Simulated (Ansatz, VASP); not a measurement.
## One calculation of Ti3H, two programs

```
Ti H
1.0
     2.81935    0.00000    0.00000
    -0.93978    2.65811    0.00000
     0.00000    0.00000   21.32597
Ti H
3 1
Direct
  0.50000 0.50000 0.18756
  0.00000 0.00000 0.28927
  0.50000 0.50000 0.39041
  0.00000 0.00000 0.45184
```

Alike in both runs: task single point; functional PBE; k mesh 10 × 10 × 1; occupations gaussian, width 0.1 eV; no spin polarisation.

```csv
,VASP,Ansatz
version,VASP 6.6.1,Ansatz 0.2.0
potentials or method,"VASP PAW PBE potentials, release 64 (Ti_sv, H), cutoff 520 eV","scalar-relativistic, plane waves, PAW"
valence electrons in the cell,37,37
```

|  | VASP | Ansatz | Ansatz less VASP |
| --- | --- | --- | --- |
| gap on the k mesh at the Fermi level (eV) | none | none | - |
| rms of the force components (eV/Å) | 0.482 | 0.484 | +0.0018 |
| work function, face that differs most (eV) | 4.28 | 4.29 | +0.005 |

Atom by atom the forces differ by 0.005 eV/Å (rms over components). A gap of «none» marks a metal or a gap that the smearing closes.
